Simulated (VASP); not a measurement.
# C (a cell with a defect) in VASP: electric field gradients with PBE

Aim: the electric field gradients of C (a cell with a defect) with PBE.

All numbers are computed with VASP 6.6.1; they aren't measurements. Logs are shortened: lines on timing, memory, paths and dates and some standing lists are left out, and cuts for length are marked.

## 1. The cell of the first run

The cell holds a defect, 53 atoms: a = 7.566 Å, b = 7.566 Å, c = 7.566 Å, α = 60.00°, β = 60.00°, γ = 60.00°.

## 2. Electric field gradients, PBE, collinear spin (atoms taken out)

File INCAR:

```
  PREC = Accurate
  ENCUT = 520
  EDIFF = 1E-8
  ISMEAR = -1
  SIGMA = 0.01
  LREAL = Auto
  LASPH = T
  NELM = 150
  ALGO = Normal
  ISIF = 2
  LWAVE = F
  LCHARG = F
  ISPIN = 2
  MAGMOM = 0 0 0 0 0 0 0 0 0 0 0 0 0 0 0 0 0 0 0 0 0 0 0 0 0 0 0.5 0 0.5 0 0 0 0.5 0 0 0 0 0 0 0 0 0 0 0 0.5 0 0 0 0 0 0 0 0
  LORBIT = 11
  GGA = PE
  LEFG = T
  NBANDS = 142
  KPAR = 4
```

File KPOINTS:

```
regular mesh
0
Gamma
  3 3 3
```

File POSCAR:

```
C
1.0
    0.0000000000      5.3501100000      5.3501100000
    5.3501100000      0.0000000000      5.3501100000
    5.3501100000      5.3501100000      0.0000000000
C
53
Direct
    0.0000000000      0.0000000000      0.3333333333
    0.0000000000      0.0000000000      0.6666666667
    0.0000000000      0.3333333333      0.0000000000
    0.0000000000      0.3333333333      0.3333333333
    0.0000000000      0.3333333333      0.6666666667
    0.0000000000      0.6666666667      0.0000000000
    0.0000000000      0.6666666667      0.3333333333
    0.0000000000      0.6666666667      0.6666666667
    0.3333333333      0.0000000000      0.0000000000
    0.3333333333      0.0000000000      0.3333333333
    0.3333333333      0.0000000000      0.6666666667
    0.3333333333      0.3333333333      0.0000000000
    0.3333333333      0.3333333333      0.3333333333
    0.3333333333      0.3333333333      0.6666666667
    0.3333333333      0.6666666667      0.0000000000
    0.3333333333      0.6666666667      0.3333333333
    0.3333333333      0.6666666667      0.6666666667
    0.6666666667      0.0000000000      0.0000000000
    0.6666666667      0.0000000000      0.3333333333
    0.6666666667      0.0000000000      0.6666666667
    0.6666666667      0.3333333333      0.0000000000
    0.6666666667      0.3333333333      0.3333333333
    0.6666666667      0.3333333333      0.6666666667
    0.6666666667      0.6666666667      0.0000000000
    0.6666666667      0.6666666667      0.3333333333
    0.6666666667      0.6666666667      0.6666666667
    0.0833333333      0.0833333333      0.0833333333
    0.0833333333      0.0833333333      0.4166666667
    0.0833333333      0.0833333333      0.7500000000
    0.0833333333      0.4166666667      0.0833333333
    0.0833333333      0.4166666667      0.4166666667
    0.0833333333      0.4166666667      0.7500000000
    0.0833333333      0.7500000000      0.0833333333
    0.0833333333      0.7500000000      0.4166666667
    0.0833333333      0.7500000000      0.7500000000
    0.4166666667      0.0833333333      0.0833333333
    0.4166666667      0.0833333333      0.4166666667
    0.4166666667      0.0833333333      0.7500000000
    0.4166666667      0.4166666667      0.0833333333
    0.4166666667      0.4166666667      0.4166666667
    0.4166666667      0.4166666667      0.7500000000
    0.4166666667      0.7500000000      0.0833333333
    0.4166666667      0.7500000000      0.4166666667
    0.4166666667      0.7500000000      0.7500000000
    0.7500000000      0.0833333333      0.0833333333
    0.7500000000      0.0833333333      0.4166666667
    0.7500000000      0.0833333333      0.7500000000
    0.7500000000      0.4166666667      0.0833333333
    0.7500000000      0.4166666667      0.4166666667
    0.7500000000      0.4166666667      0.7500000000
    0.7500000000      0.7500000000      0.0833333333
    0.7500000000      0.7500000000      0.4166666667
    0.7500000000      0.7500000000      0.7500000000
```

Potentials or basis: VASP PAW PBE potentials, release 64 (C).

The run is started by

```bash
$ cat potpaw_PBE.64/C/POTCAR > POTCAR
$ mpirun -np 4 vasp_std > vasp.out
```

OUTCAR:

```text
PREC = Accurate
   ENCUT = 520
   EDIFF = 1E-8
   ISMEAR = -1
   LREAL = Auto
   LASPH = T
   NELM = 150
   ISIF = 2
   ISPIN = 2
   LORBIT = 11
   GGA = PE

 ion  position               nearest neighbor table
   1  0.000  0.000  0.333-  27 1.54  28 1.54  34 1.54  46 1.54
   2  0.000  0.000  0.667-  29 1.54  28 1.54  35 1.54  47 1.54
   3  0.000  0.333  0.000-  27 1.54  30 1.54  32 1.54  48 1.54
   4  0.000  0.333  0.333-  28 1.54  30 1.54  49 1.54  31 1.54
   5  0.000  0.333  0.667-  29 1.54  31 1.54  32 1.54  50 1.54
   6  0.000  0.667  0.000-  33 1.54  30 1.54  35 1.54  51 1.54
[... 33 lines left out ...]
  40  0.417  0.417  0.417-  14 1.54  16 1.54  22 1.54  13 1.54
  41  0.417  0.417  0.750-  12 1.54  17 1.54  23 1.54  14 1.54
  42  0.417  0.750  0.083-   9 1.54  15 1.54  16 1.54  24 1.54
  43  0.417  0.750  0.417-  10 1.54  17 1.54  25 1.54  16 1.54
  44  0.417  0.750  0.750-  11 1.54  15 1.54  17 1.54  26 1.54
  45  0.750  0.083  0.083-  18 1.54  19 1.54  21 1.54
  46  0.750  0.083  0.417-   1 1.54  19 1.54  20 1.54  22 1.54
  47  0.750  0.083  0.750-  20 1.54  18 1.54   2 1.54  23 1.54
  48  0.750  0.417  0.083-   3 1.54  21 1.54  22 1.54  24 1.54
  49  0.750  0.417  0.417-   4 1.54  23 1.54  25 1.54  22 1.54
  50  0.750  0.417  0.750-   5 1.54  21 1.54  23 1.54  26 1.54
  51  0.750  0.750  0.083-  24 1.54  18 1.54   6 1.54  25 1.54
  52  0.750  0.750  0.417-   7 1.54  19 1.54  25 1.54  26 1.54
  53  0.750  0.750  0.750-  26 1.54  20 1.54  24 1.54   8 1.54

  LATTYP: Found a face centered cubic cell.
 ALAT       =    10.7002200000

  Lattice vectors:

 A1 = (   0.0000000000,   5.3501100000,   5.3501100000)
 A2 = (   5.3501100000,   0.0000000000,   5.3501100000)
 A3 = (   5.3501100000,   5.3501100000,   0.0000000000)

Analysis of symmetry for initial positions (statically):
=====================================================================
 Subroutine PRICEL returns:
 Original cell was already a primitive cell.

 Routine SETGRP: Setting up the symmetry group for a
 face centered cubic supercell.

 Subroutine GETGRP returns: Found 24 space group operations
 (whereof 24 operations were pure point group operations)
 out of a pool of 48 trial point group operations.

The static configuration has the point symmetry T_d .

Analysis of symmetry for dynamics (positions and initial velocities):
=====================================================================
 Subroutine PRICEL returns:
 Original cell was already a primitive cell.

 Routine SETGRP: Setting up the symmetry group for a
 face centered cubic supercell.

 Subroutine GETGRP returns: Found 24 space group operations
 (whereof 24 operations were pure point group operations)
 out of a pool of 48 trial point group operations.

The dynamic configuration has the point symmetry T_d .

Analysis of structural, dynamic, and magnetic symmetry:
=====================================================================
 Subroutine PRICEL returns:
 Original cell was already a primitive cell.

 Routine SETGRP: Setting up the symmetry group for a
 face centered cubic supercell.

 Subroutine GETGRP returns: Found 24 space group operations
 (whereof 24 operations were pure point group operations)
 out of a pool of 48 trial point group operations.

The overall configuration has the point symmetry T_d .

 Subroutine INISYM returns: Found 24 space group operations
 (whereof 24 operations are pure point group operations),
 and found     1 'primitive' translations

----------------------------------------------------------------------------------------

                                     Primitive cell

  volume of cell :     306.2796

  direct lattice vectors                    reciprocal lattice vectors
     0.000000000  5.350110000  5.350110000    -0.093456022  0.093456022  0.093456022
[... 213 lines left out ...]

  energy without entropy =     -474.99555136  energy(sigma->0) =     -474.99659596

 E-fermi :  10.6696     XC(G=0): -13.1611

 val. band max:       10.3962228539   @ k =   0.3333   0.3333   0.0000
 cond. band min:      10.6860312835   @ k =  -0.3333   0.3333   0.0000
 fundamental gap:      0.2898084295
 Fermi energy:        10.6696474783

 spin component 1

 k-point     1 :       0.0000    0.0000    0.0000
  band No.  band energies     occupation
      1     -11.9318      1.00000
      2      -9.0752      1.00000
      3      -9.0534      1.00000
      4      -9.0534      1.00000
      5      -9.0534      1.00000
      6      -8.9113      1.00000
[... 473 lines left out ...]
    117      15.9321      0.00000
    118      15.9887      0.00000
 Fermi energy:        10.6696474783

 spin component 2

 k-point     1 :       0.0000    0.0000    0.0000
  band No.  band energies     occupation
      1     -11.9329      1.00000
      2      -9.0757      1.00000
      3      -9.0545      1.00000
      4      -9.0545      1.00000
      5      -9.0545      1.00000
      6      -8.9123      1.00000
[... 473 lines left out ...]
    117      15.9301      0.00000
    118      15.9868      0.00000
 [bands above 118 left out]

------------------------ aborting loop because EDIFF is reached ----------------------------------------

  FORCE on cell =-STRESS in cart. coord.  units (eV):
  Direction    XX          YY          ZZ          XY          YZ          ZX
  --------------------------------------------------------------------------------------
  -------------------------------------------------------------------------------------
  Total        1.3631180      1.3631180      1.3631180      0.0000000      0.0000000     -0.0000000
  in kB        7.1305973      7.1305973      7.1305973      0.0000000      0.0000000     -0.0000000
  external PRESSURE =       7.1305973 kB  Pullay stress =       0.0000000 kB

 VOLUME and BASIS-vectors are now :
 -----------------------------------------------------------------------------
  energy-cutoff  :      520.00
  volume of cell :      306.28
      direct lattice vectors                 reciprocal lattice vectors
     0.000000000  5.350110000  5.350110000    -0.093456022  0.093456022  0.093456022
     5.350110000  0.000000000  5.350110000     0.093456022 -0.093456022  0.093456022
     5.350110000  5.350110000  0.000000000     0.093456022  0.093456022 -0.093456022

 POSITION                                       TOTAL-FORCE (eV/Angst)
 -----------------------------------------------------------------------------------
      1.78337      1.78337      0.00000        -0.960589     -0.960589     -0.427148
      3.56674      3.56674      0.00000         0.960589      0.960589     -0.427148
      1.78337      0.00000      1.78337        -0.960589     -0.427148     -0.960589
      3.56674      1.78337      1.78337         0.032280     -0.032280     -0.032280
      5.35011      3.56674      1.78337         0.427148      0.960589     -0.960589
      3.56674      0.00000      3.56674         0.960589     -0.427148      0.960589
[... 45 lines left out ...]
      6.24180      6.24180      8.02516         0.029923      0.029923     -0.123195
      8.02516      8.02516      8.02516        -0.000000     -0.000000      0.000000
 -----------------------------------------------------------------------------------
    total drift:                                0.000000      0.000000      0.000000

  FREE ENERGIE OF THE ION-ELECTRON SYSTEM (eV)
  ---------------------------------------------------
  free  energy   TOTEN  =      -474.9976405578 eV

  energy  without entropy=     -474.9955513576  energy(sigma->0) =     -474.99659596

 Electric field gradients (V/A^2)
---------------------------------------------------------------------
 ion       V_xx      V_yy      V_zz      V_xy      V_xz      V_yz
---------------------------------------------------------------------
   1       1.045     1.045    -2.090     3.562     1.807     1.807
   2       1.045     1.045    -2.090     3.562    -1.807    -1.807
   3       1.045    -2.090     1.045     1.807     3.562     1.807
   4      -0.000     0.000     0.000     0.262     0.262    -0.262
   5      -2.091     1.045     1.045     1.807    -1.807    -3.561
   6       1.045    -2.090     1.045    -1.807     3.562    -1.807
[... 45 lines left out ...]
  52       0.483     0.483    -0.965    -0.429     0.020     0.020
  53       0.000    -0.000    -0.000     0.001     0.001     0.001
---------------------------------------------------------------------

 Electric field gradients after diagonalization (V/A^2)
 (convention: |V_zz| > |V_xx| > |V_yy|)
----------------------------------------------------------------------
 ion       V_xx      V_yy      V_zz     asymmetry (V_yy - V_xx)/ V_zz
----------------------------------------------------------------------
   1      -2.954    -2.517     5.471       0.080
   2      -2.954    -2.517     5.470       0.080
   3      -2.954    -2.517     5.471       0.080
   4       0.262     0.262    -0.524       0.000
   5      -2.954    -2.516     5.470       0.080
   6      -2.954    -2.517     5.470       0.080
[... 45 lines left out ...]
  52       0.912     0.054    -0.966       0.888
  53      -0.001    -0.001     0.001       0.000
----------------------------------------------------------------------

           NMR quadrupolar parameters

 Cq : quadrupolar parameter    Cq=e*Q*V_zz/h
 eta: asymmetry parameters     (V_yy - V_xx)/ V_zz
 Q  : nuclear electric quadrupole moment in mb (millibarn)
----------------------------------------------------------------------
 ion       Cq(MHz)       eta       Q (mb)
----------------------------------------------------------------------
   1       0.013       0.080       1.000
   2       0.013       0.080       1.000
   3       0.013       0.080       1.000
   4      -0.001       0.000       1.000
   5       0.013       0.080       1.000
   6       0.013       0.080       1.000
[... 45 lines left out ...]
  52      -0.002       0.888       1.000
  53       0.000       0.000       1.000
----------------------------------------------------------------------

 total charge

# of ion       s       p       d       tot
------------------------------------------
    1        0.831   1.734   0.000   2.564
    2        0.831   1.734   0.000   2.564
    3        0.831   1.734   0.000   2.564
    4        0.830   1.747   0.000   2.577
    5        0.831   1.734   0.000   2.564
    6        0.831   1.734   0.000   2.564
[... 45 lines left out ...]
   52        0.830   1.745   0.000   2.575
   53        0.830   1.747   0.000   2.577
--------------------------------------------------
tot         44.140  91.685   0.000 135.826

 magnetization (x)

# of ion       s       p       d       tot
------------------------------------------
    1       -0.000   0.000   0.000   0.000
    2       -0.000   0.000   0.000   0.000
    3       -0.000   0.000   0.000   0.000
    4        0.000   0.000   0.000   0.000
    5       -0.000   0.000   0.000   0.000
    6       -0.000   0.000   0.000   0.000
[... 45 lines left out ...]
   52       -0.000  -0.000   0.000  -0.000
   53       -0.000  -0.000   0.000  -0.000
--------------------------------------------------
tot         -0.007  -0.037   0.000  -0.044
```

Wall time 9 min (4 MPI ranks of Oxide Virtual Turin-like, shared host); peak memory 0.65 GiB.

What came out:

```yaml
Free_energy: -474.9976 eV
Pressure: 0.7 GPa
Largest_force: 2.894 eV/Å
Net_moment: -0.07 μB per cell
Largest_electric_field_gradient_by_atom: C +5.5, -0.5, +0.3, +0.5, +16.7, +5.3, -1.0, +0.9, -0.0 (each value once) V/Å²
Valence_electrons_inside_the_program's_atomic_spheres: C 2.56, 2.58, 2.45, 2.57 (each value once)
```

Forces in eV/Å, atoms in the order of the input:
```
C   -0.961 -0.961 -0.427
C    0.961  0.961 -0.427
C   -0.961 -0.427 -0.961
C    0.032 -0.032 -0.032
C    0.427  0.961 -0.961
C    0.961 -0.427  0.961
C    0.427 -0.961  0.961
C   -0.053  0.053  0.053
C   -0.427 -0.961 -0.961
C   -0.032  0.032 -0.032
C    0.961  0.427 -0.961
C   -0.032 -0.032  0.032
C    0.032  0.032  0.032
C    0.000  0.000 -0.090
C    0.961 -0.961  0.427
C    0.000 -0.090  0.000
C    0.090  0.000  0.000
C   -0.427  0.961  0.961
C   -0.961  0.427  0.961
C    0.053 -0.053  0.053
C   -0.961  0.961  0.427
C   -0.090  0.000  0.000
C    0.000  0.090  0.000
C    0.053  0.053 -0.053
C    0.000  0.000  0.090
C   -0.053 -0.053 -0.053
C    1.671  1.671  1.671
C    0.000  0.000  0.609
C   -1.671 -1.671  1.671
C    0.000  0.609  0.000
C   -0.609  0.000  0.000
C    0.030 -0.030  0.123
C   -1.671  1.671 -1.671
C    0.030  0.123 -0.030
C   -0.123 -0.030 -0.030
C    0.609  0.000  0.000
C    0.000 -0.609  0.000
C   -0.030  0.030  0.123
C    0.000  0.000 -0.609
C    0.037  0.037  0.037
C   -0.037 -0.037  0.037
C   -0.030  0.123  0.030
C   -0.037  0.037 -0.037
C   -0.123  0.030  0.030
C    1.671 -1.671 -1.671
C    0.123  0.030 -0.030
C   -0.030 -0.123 -0.030
C    0.123 -0.030  0.030
C    0.037 -0.037 -0.037
C    0.030 -0.123  0.030
C   -0.030 -0.030 -0.123
C    0.030  0.030 -0.123
C    0.000  0.000  0.000
```

Electric field gradients, principal values (V/Å²):
```csv
atom,least,middle,greatest (by size)
1 C,-2.517,-2.954,5.471
2 C,-2.517,-2.954,5.470
3 C,-2.517,-2.954,5.471
4 C,0.262,0.262,-0.524
5 C,-2.516,-2.954,5.470
6 C,-2.517,-2.954,5.470
7 C,-2.516,-2.954,5.470
8 C,-0.144,-0.145,0.289
9 C,-2.517,-2.954,5.471
10 C,0.262,0.262,-0.524
11 C,-2.516,-2.954,5.470
12 C,0.262,0.262,-0.524
13 C,0.262,0.262,-0.523
14 C,-0.070,-0.476,0.546
15 C,-2.516,-2.954,5.470
16 C,-0.070,-0.476,0.546
17 C,-0.070,-0.476,0.546
18 C,-2.517,-2.954,5.470
19 C,-2.516,-2.954,5.470
20 C,-0.144,-0.145,0.289
21 C,-2.516,-2.954,5.470
22 C,-0.070,-0.476,0.546
23 C,-0.070,-0.476,0.546
24 C,-0.144,-0.145,0.289
25 C,-0.070,-0.476,0.546
26 C,-0.145,-0.145,0.290
27 C,-8.359,-8.359,16.718
28 C,-2.612,-2.696,5.308
29 C,-8.359,-8.359,16.718
30 C,-2.612,-2.696,5.308
31 C,-2.612,-2.696,5.308
32 C,0.054,0.913,-0.966
33 C,-8.359,-8.359,16.718
34 C,0.054,0.913,-0.966
35 C,0.054,0.912,-0.966
36 C,-2.612,-2.696,5.308
37 C,-2.612,-2.696,5.308
38 C,0.054,0.913,-0.966
39 C,-2.612,-2.696,5.308
40 C,-0.453,-0.453,0.906
41 C,-0.453,-0.453,0.906
42 C,0.054,0.913,-0.966
43 C,-0.453,-0.453,0.906
44 C,0.054,0.912,-0.966
45 C,-8.359,-8.359,16.718
46 C,0.054,0.913,-0.966
47 C,0.054,0.912,-0.966
48 C,0.054,0.913,-0.966
49 C,-0.453,-0.453,0.906
50 C,0.054,0.912,-0.966
51 C,0.054,0.912,-0.966
52 C,0.054,0.912,-0.966
53 C,-0.001,-0.001,0.001
```

Caveat: the cell differs from its parent crystal (atoms taken out); without QUAD_EFG the Cq values of the log hold for a quadrupole moment of 1 mb, not for the nuclei.
